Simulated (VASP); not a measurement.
# TiB2 (P6/mmm) in VASP: a series of runs, part 2 of 3

VASP 6.6.1.

**3. Vibrations by perturbation theory, LDA**

Contents of INCAR:

```
SYSTEM = TiB2
PREC = Accurate
ENCUT = 520
EDIFF = 1E-8
ISMEAR = -1
SIGMA = 0.05
LREAL = .FALSE.
LASPH = .TRUE.
NELM = 100
ALGO = Normal
ISIF = 2
LWAVE = .FALSE.
LCHARG = .FALSE.
NBANDS = 16
IBRION = 8
NSW = 1
```

Contents of KPOINTS:

```
regular mesh
0
G
  7 7 6
  0 0 0
```

Contents of POSCAR:

```
TiB2
1.0
    3.0292000000      0.0000000000      0.0000000000
   -1.5146000000      2.6233641531      0.0000000000
    0.0000000000      0.0000000000      3.2284000000
Ti B
1 2
Direct
    0.0000000000      0.0000000000      0.0000000000
    0.6666666667      0.3333333333      0.5000000000
    0.3333333333      0.6666666667      0.5000000000
```

Potentials or basis: VASP PAW LDA potentials, release 64 (Ti_sv, B).

Launch:

```bash
$ cat potpaw_LDA.64/Ti_sv/POTCAR potpaw_LDA.64/B/POTCAR > POTCAR
$ mpirun -np 1 vasp_std > vasp.out
```

OUTCAR:

```text
SYSTEM = TiB2
   PREC = Accurate
   ENCUT = 520
   EDIFF = 1E-8
   ISMEAR = -1
   LREAL = .FALSE.
   LASPH = .TRUE.
   NELM = 100
   ISIF = 2
   IBRION = 8
   NSW = 1

 ion  position               nearest neighbor table
   1  0.000  0.000  0.000-   2 2.38   3 2.38   2 2.38   3 2.38   3 2.38   3 2.38   2 2.38   2 2.38
                             2 2.38   2 2.38   3 2.38   3 2.38
   2  0.667  0.333  0.500-   3 1.75   3 1.75   3 1.75   1 2.38   1 2.38   1 2.38   1 2.38   1 2.38
                             1 2.38
   3  0.333  0.667  0.500-   2 1.75   2 1.75   2 1.75   1 2.38   1 2.38   1 2.38   1 2.38   1 2.38
                             1 2.38

  LATTYP: Found a hexagonal cell.
 ALAT       =     3.0292000000
 C/A-ratio  =     1.0657599366

  Lattice vectors:

 A1 = (   3.0292000000,   0.0000000000,   0.0000000000)
 A2 = (  -1.5146000000,   2.6233641531,   0.0000000000)
 A3 = (   0.0000000000,   0.0000000000,   3.2284000000)

Analysis of symmetry for initial positions (statically):
=====================================================================
 Subroutine PRICEL returns:
 Original cell was already a primitive cell.

 Routine SETGRP: Setting up the symmetry group for a
 hexagonal supercell.

 Subroutine GETGRP returns: Found 24 space group operations
 (whereof 24 operations were pure point group operations)
 out of a pool of 24 trial point group operations.

The static configuration has the point symmetry D_6h.

Analysis of symmetry for dynamics (positions and initial velocities):
=====================================================================
 Subroutine PRICEL returns:
 Original cell was already a primitive cell.

 Routine SETGRP: Setting up the symmetry group for a
 hexagonal supercell.

 Subroutine GETGRP returns: Found 24 space group operations
 (whereof 24 operations were pure point group operations)
 out of a pool of 24 trial point group operations.

The dynamic configuration has the point symmetry D_6h.

 Subroutine INISYM returns: Found 24 space group operations
 (whereof 24 operations are pure point group operations),
 and found     1 'primitive' translations

----------------------------------------------------------------------------------------

                                     Primitive cell

  volume of cell :      25.6551

  direct lattice vectors                    reciprocal lattice vectors
     3.029200000  0.000000000  0.000000000     0.330120164  0.190594965  0.000000000
    -1.514600000  2.623364153  0.000000000     0.000000000  0.381189931  0.000000000
     0.000000000  0.000000000  3.228400000     0.000000000  0.000000000  0.309750960

[... 583 lines left out ...]
      3     -23.0550      2.00000
      4     -22.9490      2.00000
      5       0.8231      2.00000
      6       2.2885      2.00000
[... 8 lines left out ...]
     15      18.3418      0.00000
     16      20.5686      0.00000

 [... further k-points ...]
[... 5 lines left out ...]
  --------------------------------------------------------------------------------------
  -------------------------------------------------------------------------------------
  Total       -1.5859790     -1.5859790     -1.9894638      0.0000000      0.0000000      0.0000000
  in kB      -99.0453656    -99.0453656   -124.2432353      0.0000000      0.0000000      0.0000000
  external PRESSURE =    -107.4446555 kB  Pullay stress =       0.0000000 kB

 VOLUME and BASIS-vectors are now :
 -----------------------------------------------------------------------------
  energy-cutoff  :      520.00
  volume of cell :       25.66
      direct lattice vectors                 reciprocal lattice vectors
     3.029200000  0.000000000  0.000000000     0.330120164  0.190594965  0.000000000
    -1.514600000  2.623364153  0.000000000     0.000000000  0.381189931  0.000000000
     0.000000000  0.000000000  3.228400000     0.000000000  0.000000000  0.309750960

 POSITION                                       TOTAL-FORCE (eV/Angst)
 -----------------------------------------------------------------------------------
      0.00000      0.00000      0.00000         0.000000      0.000000     -0.000000
      1.51460      0.87445      1.61420        -0.000000      0.000000     -0.000000
     -0.00000      1.74891      1.61420         0.000000     -0.000000      0.000000
 -----------------------------------------------------------------------------------
    total drift:                               -0.000000      0.000000      0.000000

  FREE ENERGIE OF THE ION-ELECTRON SYSTEM (eV)
  ---------------------------------------------------
  free  energy   TOTEN  =       -26.8802949201 eV

  energy  without entropy=      -26.8779662661  energy(sigma->0) =      -26.87913059

[... ionic steps 2 to 3 ...]

--------------------------------------- Ionic step        4  -------------------------------------------

------------------------ aborting loop because EDIFF is reached ----------------------------------------
[... 11 lines left out ...]
[... ionic steps 8 to 8 ...]

--------------------------------------- Ionic step        9  -------------------------------------------

 Free energy of the ion-electron system (eV)
  ---------------------------------------------------
  ---------------------------------------------------
  free energy    TOTEN  =        -0.04503849 eV

  energy without entropy =       -0.04503849

------------------------ aborting loop because EDIFF is reached ----------------------------------------

 INTERNAL STRAIN TENSOR  FOR ION    2  DIRECTION 3   (eV/Angst):
 -----------------------------------------------------------------------------
    -0.00612  0.00000  0.00000
     0.00000 -0.00612  0.00000
     0.00000  0.00000  0.00885

 INTERNAL STRAIN TENSOR FOR ION    3 for displacements in x,y,z  (eV/Angst):
          X           Y           Z          XY          YZ          ZX
  --------------------------------------------------------------------------------
  x     0.00000    -0.00000     0.00000    -2.57885     0.00000     0.00000
  y    -2.57885     2.57885     0.00000    -0.00000     0.00000     0.00000
  z     0.00000     0.00000     0.00000    -0.00000     0.00000     0.00000

 SECOND DERIVATIVES (NOT SYMMETRIZED)
 ------------------------------------
               1X          1Y          1Z          2X          2Y          2Z          3X          3Y          3Z
  1X   -13.968479    0.000000    0.000000    6.984239    0.000000    0.000000    6.984239    0.000000    0.000000
  1Y     0.000000  -13.968479    0.000000    0.000000    6.984239    0.000000    0.000000    6.984239    0.000000
  1Z     0.000000   -0.000000  -12.698640   -0.000000    0.000000    6.349320   -0.000000    0.000000    6.349320
  2X     6.975507    0.000000    0.000000  -18.895222    0.000000    0.000000   11.919715    0.000000    0.000000
  2Y     0.000000    6.975507    0.000000    0.000000  -18.895222    0.000000    0.000000   11.919715    0.000000
  2Z    -0.000000    0.000000    6.337510    0.000000    0.000000   -9.154503    0.000000   -0.000000    2.816993
  3X     6.975507    0.000000    0.000000   11.919715    0.000000    0.000000  -18.895222    0.000000    0.000000
  3Y     0.000000    6.975507    0.000000    0.000000   11.919715    0.000000    0.000000  -18.895222    0.000000
  3Z    -0.000000    0.000000    6.337510    0.000000   -0.000000    2.816993    0.000000    0.000000   -9.154503

 Eigenvectors and eigenvalues of the dynamical matrix
 ----------------------------------------------------

   1 f  =   26.393588 THz   165.835803 2PiTHz  880.395325 cm-1   109.155059 meV
             X         Y         Z           dx          dy          dz
      0.000000  0.000000  0.000000     0.000000   -0.000000    0.000000
      1.514600  0.874455  1.614200    -0.707107    0.000005   -0.000000
     -0.000000  1.748909  1.614200     0.707107   -0.000005    0.000000
[... 43 lines left out ...]
   9 f/i=    0.006219 THz     0.039074 2PiTHz    0.207437 cm-1     0.025719 meV
             X         Y         Z           dx          dy          dz
      0.000000  0.000000  0.000000     0.000000   -0.000000   -0.829760
      1.514600  0.874455  1.614200     0.000000   -0.000000   -0.394651
     -0.000000  1.748909  1.614200     0.000000   -0.000000   -0.394651

--------------------------------------------------------------------------------------------------------

 ELASTIC MODULI CONTR FROM IONIC RELAXATION (kBar)
 Direction    XX          YY          ZZ          XY          YZ          ZX
 --------------------------------------------------------------------------------
 XX         -26.9562     26.9562      0.0000      0.0000      0.0000      0.0000
 YY          26.9562    -26.9562     -0.0000     -0.0000     -0.0000      0.0000
 ZZ           0.0000     -0.0000     -0.0000     -0.0000     -0.0000      0.0000
 XY           0.0000     -0.0000     -0.0000    -26.9562     -0.0000      0.0000
 YZ           0.0000     -0.0000     -0.0000     -0.0000     -0.0000      0.0000
 ZX           0.0000      0.0000      0.0000      0.0000      0.0000      0.0000
 --------------------------------------------------------------------------------
```

OSZICAR:

```text
N       E                     dE             d eps       ncg     rms          rms(c)
DAV:   1     0.122019892632E+03    0.12202E+03   -0.89306E+03  1024   0.127E+03
DAV:   2    -0.250335544852E+02   -0.14705E+03   -0.14208E+03  1144   0.352E+02
[... 106 lines left out ...]
RMM:  10    -0.450381949934E-01    0.10657E-06   -0.10696E-06  2785   0.112E-03    0.886E-05
RMM:  11    -0.450385632960E-01   -0.36830E-06   -0.38266E-07  2843   0.554E-04    0.385E-05
RMM:  12    -0.450385055012E-01    0.57795E-07   -0.32890E-07  2942   0.277E-04    0.706E-06
RMM:  13    -0.450384911336E-01    0.14368E-07   -0.22015E-07  2969   0.129E-04    0.545E-06
RMM:  14    -0.450384950498E-01   -0.39162E-08   -0.11193E-07  2877   0.683E-05    0.811E-06
RMM:  15    -0.450384901585E-01    0.48913E-08   -0.63626E-08  2859   0.320E-05    0.502E-06
 Linear response finished
```

stdout:

```text
POSCAR found type information on POSCAR TiB
 POSCAR found :  2 types and       3 ions
 scaLAPACK will be used
 LDA part: xc-table for (Slater(with rela. corr.)+CA(PZ))
 , standard interpolation
 POSCAR, INCAR and KPOINTS ok, starting setup
 FFT: planning ... GRIDC
 FFT: planning ... GRID_SOFT
 FFT: planning ... GRID
 WAVECAR not read
 entering main loop
 Linear response reoptimize wavefunctions to high precision
 Linear response DOF=           4
 Linear response progress:
 first order change of Fermi-energy   0.92637E-03
 force on displaced ion       1 direction 1 : -13.968   0.000   0.000
 Linear response progress:
 first order change of Fermi-energy   0.17051E-02
 force on displaced ion       1 direction 3 :   0.000   0.000 -12.699
 Linear response progress:
 first order change of Fermi-energy   0.85246E-04
 force on displaced ion       2 direction 1 : -18.895  -0.001   0.000
 Linear response progress:
 first order change of Fermi-energy  -0.16779E-03
 force on displaced ion       2 direction 3 :  -0.000  -0.000  -9.155
 Linear response finished
```

It took 4.3 min on 1 thread of Intel Xeon Platinum 8259CL at 2.50GHz (Skylake/Cascade Lake), shared host; peak memory 0.22 GiB.

Results:

```
Highest phonon frequency at Γ, LO-TO splitting left out : 880 cm⁻¹
```

Phonon frequencies in cm⁻¹ (negative: imaginary):
| q point | frequencies |
| --- | --- |
| (0.000, 0.000, 0.000) | 0 0 0 481 505 505 549 880 880 |

Caveat: the cell wasn't relaxed at this level first, which shifts response properties.

**4. Density of states, PBEsol**

POSCAR is that of step 3.

Contents of INCAR.step1:

```
PREC = Accurate ; ENCUT = 520
EDIFF = 1E-7 ; ISMEAR = -1
SIGMA = 0.05 ; LREAL = False
LASPH = True ; NELM = 100
ALGO = Normal ; ISIF = 2
LWAVE = False ; LCHARG = True
LMAXMIX = 4 ; GGA = PS
NBANDS = 16
```

Contents of KPOINTS.step1:

```
Automatic mesh
0
Gamma
  8 8 8
```

Contents of INCAR.step2:

```
PREC = Accurate ; ENCUT = 520
EDIFF = 1E-7 ; ISMEAR = -5
SIGMA = 0.05 ; LREAL = False
LASPH = True ; NELM = 100
ALGO = Normal ; ISIF = 2
LWAVE = False ; LCHARG = False
LMAXMIX = 4 ; GGA = PS
LORBIT = 10 ; NEDOS = 1001
ICHARG = 11
```

Contents of KPOINTS.step2:

```
Automatic mesh
0
Gamma
  12 12 12
```

Potentials or basis: VASP PAW PBE potentials, release 64 (Ti_sv, B).

Launch:

```bash
$ cat potpaw_PBE.64/Ti_sv/POTCAR potpaw_PBE.64/B/POTCAR > POTCAR
$ cp INCAR.step1 INCAR
$ cp KPOINTS.step1 KPOINTS
$ mpirun -np 1 vasp_std > vasp.out
$ cp INCAR.step2 INCAR
$ cp KPOINTS.step2 KPOINTS
$ mpirun -np 1 vasp_std > vasp.out
```

Wall time 21 s (1 thread of Intel Xeon Platinum 8488C (Sapphire Rapids), shared host); peak memory 0.16 GiB.

Results (log left out):

| Quantity | Value |
| --- | --- |
| Valence electrons inside the program's atomic spheres | Ti 10.44; B 2.00 |

Levels at points of the mesh, in eV from the Fermi level:
```tsv
k point	band 7	band 8	band 9	band 10	band 11	band 12
(0.00, 0.00, 0.00)	-2.65	-2.37	-2.21	1.83	1.83	3.62
(0.50, 0.00, 0.00)	-3.31	-3.29	-2.35	1.27	2.70	3.17
(0.00, 0.00, 0.50)	-0.58	-0.58	-0.25	-0.25	0.37	0.37
(0.50, 0.00, 0.50)	-4.70	-3.89	-3.19	2.42	2.88	4.44
```

Caveat: the PAW data sets were made with another functional, which shifts forces and pressure a little; tetrahedron occupations give inexact forces and stress in metals.

(Continued in part 3 of 3.)
